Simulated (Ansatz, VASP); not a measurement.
BN in VASP and in Ansatz

```xyz
2
Lattice="-0.0180 1.8048 1.8048 1.8048 -0.0180 1.8048 1.7868 1.7868 0.0000" Properties=species:S:1:pos:R:3 pbc="T T T"
B     0.0000    0.0000   -0.0003
N     0.8934    0.8934    0.9027
```

Change from the starting cell: shear_xy strain -2.0%.

Alike in both runs: task single point; functional HSE06; k mesh 8 × 8 × 8; no spin polarisation.

|  | VASP | Ansatz |
| --- | --- | --- |
| version | VASP 6.6.1 | Ansatz 0.2.0 |
| potentials or method | VASP PAW PBE potentials, release 64 (B, N) | plane waves, PAW |
| plane-wave cutoff (eV) | 520 | 420 |
| occupations | gaussian, width 0.01 eV | fixed |
| valence electrons in the cell | 8 | 8 |

Ansatz gave:

| Quantity | Value |
| --- | --- |
| gap on the k mesh at the Fermi level (eV) | 5.73 |
| pressure (GPa) | -4.2 |
| traceless stress, the component that is largest in VASP (GPa) | 9.39 |
| rms of the force components (eV/Å) | 0.008 |

Q: What did VASP give for the same quantities?

A: gap on the k mesh at the Fermi level (eV): 5.71; pressure (GPa): -3.7; traceless stress, the component that is largest in VASP (GPa): 9.46; rms of the force components (eV/Å): 0.011.

Atom by atom the forces differ by 0.002 eV/Å (rms over components). Ansatz's warnings: stress exchange threshold loose, stress scf threshold loose.
